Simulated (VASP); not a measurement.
# Si2W (I4_1md) in VASP: further runs

Si2W is run at these levels: PBE; tasks: single point, relaxation of cell and atoms.

Program: VASP 6.6.1. These are calculated values, not measurements. Logs are shortened: lines on timing, memory, paths and dates and some standing lists are left out, and cuts for length are marked.

## Step 1: The cell of the first run

Symmetry: I4_1md, No. 109, tetragonal system. The conventional cell has a = 6.612 Å, b = 6.612 Å, c = 4.528 Å, α = 90.00°, β = 90.00°, γ = 90.00°. Within 3.2 Å of Si (site symmetry m) lie 3 W at 2.42 to 2.65 Å and 5 Si at 2.44 to 2.67 Å. W (site symmetry 2mm) has 6 Si at 2.42 to 2.65 Å within 3.2 Å.

The cell was built from a structure type or drawn by symmetry, and may not be a known phase.

## Step 2: Single point, PBE

The input, INCAR:

```
SYSTEM = Si2W
ALGO = Normal ; EDIFF = 1E-6
ENCUT = 520 ; GGA = PE
ISIF = 2 ; ISMEAR = 0
LASPH = .True. ; LCHARG = .True.
LELF = .True. ; LREAL = .False.
LVHAR = .True. ; LWAVE = .False.
NBANDS = 31 ; NELM = 100
PREC = Accurate ; SIGMA = 0.1
```

The input, KPOINTS:

```
k-points
0
Gamma
  6 6 6
  0 0 0
```

The input, POSCAR:

```
Si2W
1.0
   -3.3061054311      3.3061054311      2.2641031269
    3.3061054311     -3.3061054311      2.2641031269
    3.3061054311      3.3061054311     -2.2641031269
Si W
4 2
Direct
    0.6376535858      0.8221214752      0.1844678894
    0.6376535858      0.4531856963      0.8155321106
    0.5721214752      0.8876535858      0.6844678894
    0.2031856963      0.8876535858      0.3155321106
    0.1582940095      0.1582940095      0.0000000000
    0.9082940095      0.4082940095      0.5000000000
```

Potentials or basis: VASP PAW PBE potentials, release 64 (Si, W_sv).

Run with:

```sh
$ cat potpaw_PBE.64/Si/POTCAR potpaw_PBE.64/W_sv/POTCAR > POTCAR
$ mpirun -np 1 vasp_std > vasp.out
```

OUTCAR:

```text
SYSTEM = Si2W
   EDIFF = 1E-6
   ENCUT = 520
   GGA = PE
   ISIF = 2
   ISMEAR = 0
   LASPH = .True.
   LREAL = .False.
   NELM = 100
   PREC = Accurate

 ion  position               nearest neighbor table
   1  0.638  0.822  0.184-   6 2.42   2 2.44   5 2.49   5 2.65   4 2.67   3 2.67   3 2.67   4 2.67

   2  0.638  0.453  0.816-   6 2.42   1 2.44   5 2.49   5 2.65   3 2.67   4 2.67   4 2.67   3 2.67

   3  0.572  0.888  0.684-   5 2.42   4 2.44   6 2.49   6 2.65   2 2.67   1 2.67   1 2.67   2 2.67

   4  0.203  0.888  0.316-   5 2.42   3 2.44   6 2.49   6 2.65   1 2.67   2 2.67   2 2.67   1 2.67

   5  0.158  0.158  0.000-   4 2.42   3 2.42   2 2.49   1 2.49   1 2.65   2 2.65
   6  0.908  0.408  0.500-   2 2.42   1 2.42   4 2.49   3 2.49   3 2.65   4 2.65

  LATTYP: Found a body centered tetragonal cell.
 ALAT       =     6.6122108622
 C/A-ratio  =     0.6848248412

  Lattice vectors:

 A1 = (  -3.3061054311,   3.3061054311,   2.2641031269)
 A2 = (   3.3061054311,  -3.3061054311,   2.2641031269)
 A3 = (   3.3061054311,   3.3061054311,  -2.2641031269)

Analysis of symmetry for initial positions (statically):
=====================================================================
 Subroutine PRICEL returns:
 Original cell was already a primitive cell.

 Routine SETGRP: Setting up the symmetry group for a
 body centered tetragonal supercell.

 Subroutine GETGRP returns: Found  8 space group operations
 (whereof  4 operations were pure point group operations)
 out of a pool of 16 trial point group operations.

The static configuration has the point symmetry C_2v.
 The point group associated with its full space group is C_4v.

Analysis of symmetry for dynamics (positions and initial velocities):
=====================================================================
 Subroutine PRICEL returns:
 Original cell was already a primitive cell.

 Routine SETGRP: Setting up the symmetry group for a
 body centered tetragonal supercell.

 Subroutine GETGRP returns: Found  8 space group operations
 (whereof  4 operations were pure point group operations)
 out of a pool of 16 trial point group operations.

The dynamic configuration has the point symmetry C_2v.
 The point group associated with its full space group is C_4v.

 Subroutine INISYM returns: Found  8 space group operations
 (whereof  4 operations are pure point group operations),
 and found     1 'primitive' translations

----------------------------------------------------------------------------------------

                                     Primitive cell

  volume of cell :      98.9896

  direct lattice vectors                    reciprocal lattice vectors
    -3.306105431  3.306105431  2.264103127     0.000000000  0.151235346  0.220837997
     3.306105431 -3.306105431  2.264103127     0.151235346  0.000000000  0.220837997
     3.306105431  3.306105431 -2.264103127     0.151235346  0.151235346  0.000000000

  length of vectors
     5.194884908  5.194884908  5.194884908     0.267659394  0.267659394  0.213879078

  position of ions in fractional coordinates (direct lattice)
     0.637653586  0.822121475  0.184467889
     0.637653586  0.453185696  0.815532111
     0.572121475  0.887653586  0.684467889
     0.203185696  0.887653586  0.315532111
     0.158294009  0.158294009  0.000000000
     0.908294009  0.408294009  0.500000000

  ion indices of the primitive-cell ions
   primitive index   ion index
                 1           1
                 2           2
                 3           3
                 4           4
                 5           5
                 6           6

----------------------------------------------------------------------------------------

 KPOINTS: k-points

Automatic generation of k-mesh.
 Grid dimensions read from file:
 generate k-points for:    6    6    6

 Generating k-lattice:

  Cartesian coordinates                     Fractional coordinates (reciprocal lattice)
     0.000000000  0.025205891  0.036806333     0.166666667 -0.000000000  0.000000000
     0.025205891  0.000000000  0.036806333    -0.000000000  0.166666667  0.000000000
     0.025205891  0.025205891  0.000000000     0.000000000  0.000000000  0.166666667

  Length of vectors
     0.044609899  0.044609899  0.035646513

  Shift w.r.t. Gamma in fractional coordinates (k-lattice)
     0.000000000  0.000000000  0.000000000

 Subroutine IBZKPT returns following result:
 ===========================================

 Found     30 irreducible k-points:

 Following reciprocal coordinates:
            Coordinates               Weight
  0.000000  0.000000  0.000000      1.000000
  0.166667  0.000000  0.000000      8.000000
  0.333333 -0.000000  0.000000      8.000000
  0.500000  0.000000  0.000000      4.000000
  0.166667  0.166667  0.000000      8.000000
  0.333333  0.166667 -0.000000     16.000000
[... 16 lines left out ...]
 -0.333333 -0.333333  0.166667      8.000000
 -0.166667 -0.333333  0.166667      8.000000
 [... further k-points ...]
   k-points           NKPTS =     30   k-points in BZ     NKDIM =     30   number of bands    NBANDS=     31
   number of dos      NEDOS =    301   number of ions     NIONS =      6
   total plane-waves  NPLWV =  64000
   dimension x,y,z NGX =    40 NGY =   40 NGZ =   40
   dimension x,y,z NGXF=    80 NGYF=   80 NGZF=   80
   ions per type =               4   2
   NGX,Y,Z   is equivalent  to a cutoff of  12.80, 12.80, 12.80 a.u.
   NGXF,Y,Z  is equivalent  to a cutoff of  25.60, 25.60, 25.60 a.u.
 SYSTEM =  Si2W
   PREC   = accura    normal or accurate (medium, high low for compatibility)
   ISTART =      0    job   : 0-new  1-cont  2-samecut
   ICHARG =      2    charge: 1-file 2-atom 10-const
   ISPIN  =      1    spin polarized calculation?
   LNONCOLLINEAR =      F non collinear calculations
   LSORBIT =      F    spin-orbit coupling
   LASPH  =      T    aspherical Exc in radial PAW
   ENCUT  =  520.0 eV  38.22 Ry    6.18 a.u.   9.66  9.66  9.66*2*pi/ulx,y,z
   NELM   =    100;   NELMIN=  2; NELMDL= -5     # of ELM steps
   EDIFF  = 0.1E-05   stopping-criterion for ELM
   LREAL  =      F    real-space projection
   EDIFFG = 0.1E-04   stopping-criterion for IOM
   NSW    =      0    number of steps for IOM
   IBRION =     -1    ionic relax: 0-MD 1-quasi-New 2-CG
   NFREE  =      0    steps in history (QN), initial steepest desc. (CG)
   ISIF   =      2    stress and relaxation
   ISYM   =      2    0-nonsym 1-usesym 2-fastsym
   POTIM  = 0.5000    time-step for ionic-motion
   TEBEG  =    0.0;   TEEND  =   0.0 temperature during run
   PSTRESS=    0.0 pullay stress
   NELECT =      44.0000    total number of electrons
   NUPDOWN=      -1.0000    fix difference up-down
   EMIN   =  10.00;   EMAX   =-10.00  energy-range for DOS
   EFERMI =   0.00;   METHOD = LEGACY
   ISMEAR =     0;   SIGMA  =   0.10  broadening in eV -4-tet -1-fermi 0-gaus
   EFERMI_NEDOS =   21; number of points for ismear=-14 and -15
   IALGO  =     38    algorithm
   IMIX   =      4    mixing-type and parameters
     AMIX     =   0.40;   BMIX     =  1.00
     AMIX_MAG =   1.60;   BMIX_MAG =  1.00
  volume/ion in A,a.u.               =      16.50       111.34
  Fermi-wavevector in a.u.,A,eV,Ry     =   1.249384  2.360993 21.238147  1.560960
  Thomas-Fermi vector in A             =   2.383427
   LORBIT       =      0    0 simple, 1 ext, 2 COOP (PROOUT), +10 PAW based schemes
   GGA     = PE    functional components
   LHFCALC =     F    Hartree Fock is set to
   AEXX    =    0.0000 exact exchange contribution
   IVDW    =     0    specifies the selected vdW correction
   LEPSILON=     F    determine dielectric tensor
   LRPA    =     F    only Hartree local field effects (RPA)
 non-spin polarized calculation
 Gauss-broadening in eV      SIGMA  =   0.10
  energy-cutoff  :      520.00
  volume of cell :       98.99
 maximum number of plane-waves:      2697
 NGX is ok and might be reduce to    40
   NGX = 19   NGY = 19   NGZ = 19

 number of electron      44.0000003 magnetization

 Free energy of the ion-electron system (eV)
  ---------------------------------------------------
  ext. energy  EPLUGINS =         0.00000000
  ---------------------------------------------------
  free energy    TOTEN  =       -44.75604979 eV

  energy without entropy =      -44.74766267  energy(sigma->0) =      -44.75185623

 E-fermi :   9.1501     XC(G=0): -11.4249

 val. band max:        9.1156090489   @ k =  -0.3333  -0.3333   0.1667
 cond. band min:       9.1686130424   @ k =  -0.1667   0.1667   0.0000
 fundamental gap:      0.0530039935
 Fermi energy:         9.1501376501

 k-point     1 :       0.0000    0.0000    0.0000
  band No.  band energies     occupation
      1     -64.8873      2.00000
      2     -64.8833      2.00000
      3     -29.1744      2.00000
      4     -29.1744      2.00000
      5     -29.1704      2.00000
      6     -29.1663      2.00000
[... 23 lines left out ...]
     30      13.4325      0.00000
     31      13.4325      0.00000

 k-point     2 :       0.1667    0.0000    0.0000
  band No.  band energies     occupation
      1     -64.8871      2.00000
      2     -64.8835      2.00000
      3     -29.1761      2.00000
      4     -29.1748      2.00000
      5     -29.1717      2.00000
      6     -29.1630      2.00000
[... 23 lines left out ...]
     30      12.8031      0.00000
     31      13.1554      0.00000

 k-point     3 :       0.3333   -0.0000    0.0000
  band No.  band energies     occupation
      1     -64.8865      2.00000
      2     -64.8839      2.00000
      3     -29.1809      2.00000
      4     -29.1758      2.00000
      5     -29.1755      2.00000
      6     -29.1519      2.00000
[... 703 lines left out ...]
     30      12.9171      0.00000
     31      13.7231      0.00000

 k-point    24 :      -0.1667   -0.3333    0.1667
  band No.  band energies     occupation
      1     -64.8865      2.00000
      2     -64.8840      2.00000
      3     -29.1818      2.00000
      4     -29.1760      2.00000
      5     -29.1748      2.00000
      6     -29.1662      2.00000
[... 23 lines left out ...]
     30      13.3807      0.00000
     31      14.1267      0.00000

 [... further k-points ...]

------------------------ aborting loop because EDIFF is reached ----------------------------------------

  FORCE on cell =-STRESS in cart. coord.  units (eV):
  Direction    XX          YY          ZZ          XY          YZ          ZX
  --------------------------------------------------------------------------------------
  -------------------------------------------------------------------------------------
  Total       -0.0160956     -0.0160956     -0.0198187      0.0000000      0.0000000      0.0000000
  in kB       -0.2605114     -0.2605114     -0.3207725      0.0000000      0.0000000      0.0000000
  external PRESSURE =      -0.2805985 kB  Pullay stress =       0.0000000 kB

 VOLUME and BASIS-vectors are now :
 -----------------------------------------------------------------------------
  energy-cutoff  :      520.00
  volume of cell :       98.99
      direct lattice vectors                 reciprocal lattice vectors
    -3.306105431  3.306105431  2.264103127     0.000000000  0.151235346  0.220837997
     3.306105431 -3.306105431  2.264103127     0.151235346  0.000000000  0.220837997
     3.306105431  3.306105431 -2.264103127     0.151235346  0.151235346  0.000000000

 POSITION                                       TOTAL-FORCE (eV/Angst)
 -----------------------------------------------------------------------------------
      1.21974      0.00000      2.88743        -0.003215     -0.000000     -0.002559
      2.08636      3.30611      0.62332         0.003215      0.000000     -0.002559
      3.30611      1.21974      1.75538        -0.000000     -0.003215     -0.002559
      3.30611     -1.21974      1.75538        -0.000000      0.003215     -0.002559
      0.00000      0.00000      0.71679         0.000000     -0.000000      0.005119
     -0.00000      3.30611      1.84884        -0.000000      0.000000      0.005119
 -----------------------------------------------------------------------------------
    total drift:                               -0.000001     -0.000001     -0.000128

  FREE ENERGIE OF THE ION-ELECTRON SYSTEM (eV)
  ---------------------------------------------------
  free  energy   TOTEN  =       -44.7560497929 eV

  energy  without entropy=      -44.7476626659  energy(sigma->0) =      -44.75185623
```

Wall time 2.8 min (1 thread of Intel Xeon 8259CL, shared host); peak memory 0.28 GiB.

What came out:

```
Free energy            : -44.7560 eV
Pressure               : 0.0 GPa
Largest force          : 0.005 eV/Å
Band gap on the k mesh : zero (bands 22 and 23 overlap by 0.78 eV)
```

Forces in eV/Å, atoms in the order of the input:
```
Si  -0.003  0.000 -0.003
Si   0.003  0.000 -0.003
Si   0.000 -0.003 -0.003
Si   0.000  0.003 -0.003
W    0.000  0.000  0.005
W    0.000  0.000  0.005
```

Caveat: spin-orbit coupling is left out, which moves the levels of the heavy elements.

## Step 3: Single point, PBE

The input, INCAR:

```
SYSTEM = Si2W
ALGO = Normal ; EDIFF = 1E-6
ENCUT = 520 ; GGA = PE
ISIF = 2 ; ISMEAR = 0
LASPH = .TRUE. ; LCHARG = .FALSE.
LREAL = .FALSE. ; LWAVE = .FALSE.
NBANDS = 31 ; NELM = 60
PREC = Accurate ; SIGMA = 0.1
```

The input, KPOINTS:

```
k-points
0
G
  10 10 10
  0 0 0
```

The input, POSCAR:

```
Si2W
1.0
   -3.3061054311      3.3061054311      2.2641031269
    3.3061054311     -3.3061054311      2.2641031269
    3.3061054311      3.3061054311     -2.2641031269
Si W
4 2
Direct
    0.8623464142      0.5468143036      0.6844678894
    0.8623464142      0.1778785248      0.3155321106
    0.9278785248      0.1123464142      0.8155321106
    0.2968143036      0.1123464142      0.1844678894
    0.3417059905      0.8417059905      0.5000000000
    0.5917059905      0.5917059905      0.0000000000
```

Potentials or basis: VASP PAW PBE potentials, release 64 (Si, W_sv).

Run with:

```sh
$ cat potpaw_PBE.64/Si/POTCAR potpaw_PBE.64/W_sv/POTCAR > POTCAR
$ mpirun -np 1 vasp_std > vasp.out
```

OUTCAR:

```text
SYSTEM = Si2W
   EDIFF = 1E-6
   ENCUT = 520
   GGA = PE
   ISIF = 2
   ISMEAR = 0
   LASPH = .TRUE.
   LREAL = .FALSE.
   NELM = 60
   PREC = Accurate

 ion  position               nearest neighbor table
   1  0.862  0.547  0.684-   6 2.42   2 2.44   5 2.49   5 2.65   3 2.67   4 2.67   4 2.67   3 2.67

   2  0.862  0.178  0.316-   6 2.42   1 2.44   5 2.49   5 2.65   4 2.67   3 2.67   3 2.67   4 2.67

   3  0.928  0.112  0.816-   5 2.42   4 2.44   6 2.49   6 2.65   1 2.67   2 2.67   2 2.67   1 2.67
[... 1030 lines left out ...]
  -------------------------------------------------------------------------------------
  Total        0.0106393      0.0106393      0.0164796      0.0000000      0.0000000      0.0000000
  in kB        0.1722006      0.1722006      0.2667278      0.0000000      0.0000000      0.0000000
  external PRESSURE =       0.2037097 kB  Pullay stress =       0.0000000 kB

 VOLUME and BASIS-vectors are now :
 -----------------------------------------------------------------------------
  energy-cutoff  :      520.00
  volume of cell :       98.99
      direct lattice vectors                 reciprocal lattice vectors
    -3.306105431  3.306105431  2.264103127     0.000000000  0.151235346  0.220837997
     3.306105431 -3.306105431  2.264103127     0.151235346  0.000000000  0.220837997
     3.306105431  3.306105431 -2.264103127     0.151235346  0.151235346  0.000000000

 POSITION                                       TOTAL-FORCE (eV/Angst)
 -----------------------------------------------------------------------------------
      1.21974      3.30611      1.64078         0.002483      0.000000     -0.002519
     -1.21974      3.30611      1.64078        -0.002483      0.000000     -0.002519
      0.00000      5.39247      0.50873        -0.000000     -0.002483     -0.002519
     -0.00000      1.21974      0.50873        -0.000000      0.002483     -0.002519
      3.30611     -0.00000      1.54732        -0.000000      0.000000      0.005037
      0.00000      0.00000      2.67937         0.000000      0.000000      0.005037
 -----------------------------------------------------------------------------------
    total drift:                                0.000000      0.000000     -0.000823

  FREE ENERGIE OF THE ION-ELECTRON SYSTEM (eV)
  ---------------------------------------------------
  free  energy   TOTEN  =       -44.7501730710 eV

  energy  without entropy=      -44.7388127603  energy(sigma->0) =      -44.74449292
```

OSZICAR:

```text
N       E                     dE             d eps       ncg     rms          rms(c)
DAV:   1     0.374515807209E+03    0.37452E+03   -0.23564E+04  6956   0.140E+03
DAV:   2    -0.281440450836E+02   -0.40266E+03   -0.38862E+03  7001   0.387E+02
DAV:   3    -0.466870636323E+02   -0.18543E+02   -0.17903E+02  8293   0.765E+01
DAV:   4    -0.470364420051E+02   -0.34938E+00   -0.34809E+00  7577   0.104E+01
DAV:   5    -0.470425423086E+02   -0.61003E-02   -0.60988E-02  7972   0.151E+00    0.288E+01
DAV:   6    -0.452581165626E+02    0.17844E+01   -0.12401E+01  7419   0.176E+01    0.881E+00
DAV:   7    -0.448799702846E+02    0.37815E+00   -0.23156E+00  7281   0.702E+00    0.717E+00
DAV:   8    -0.447506672142E+02    0.12930E+00   -0.37147E-01  7527   0.352E+00    0.457E-01
DAV:   9    -0.447504933900E+02    0.17382E-03   -0.15709E-02  8116   0.685E-01    0.332E-01
DAV:  10    -0.447502079368E+02    0.28545E-03   -0.15507E-03  7768   0.268E-01    0.803E-02
DAV:  11    -0.447501753773E+02    0.32559E-04   -0.31263E-04  7660   0.102E-01    0.366E-02
DAV:  12    -0.447501740615E+02    0.13159E-05   -0.29618E-05  7614   0.317E-02    0.899E-03
DAV:  13    -0.447501730710E+02    0.99046E-06   -0.30107E-06  6160   0.117E-02
   1 F= -.44750173E+02 E0= -.44744493E+02  d E =-.113603E-01
```

stdout:

```text
POSCAR found type information on POSCAR SiW
 POSCAR found :  2 types and       6 ions
 scaLAPACK will be used
 LDA part: xc-table for (Slater+PW92), standard interpolation
 POSCAR, INCAR and KPOINTS ok, starting setup
 FFT: planning ... GRIDC
 FFT: planning ... GRID_SOFT
 FFT: planning ... GRID
 WAVECAR not read
 entering main loop
```

Wall time 9.4 min (1 thread of Intel Xeon 8259CL, shared host); peak memory 0.41 GiB.

Results:

```yaml
Free_energy: -44.7502 eV
Pressure: 0.0 GPa
Largest_force: 0.005 eV/Å
Band_gap_on_the_k_mesh: zero (bands 22 and 23 overlap by 0.95 eV)
```

Forces in eV/Å, atoms in the order of the input:
```
Si   0.002  0.000 -0.003
Si  -0.002  0.000 -0.003
Si   0.000 -0.002 -0.003
Si   0.000  0.002 -0.003
W    0.000  0.000  0.005
W    0.000  0.000  0.005
```

Caveat: spin-orbit coupling is left out, which moves the levels of the heavy elements.

[end of part 1 of 2]
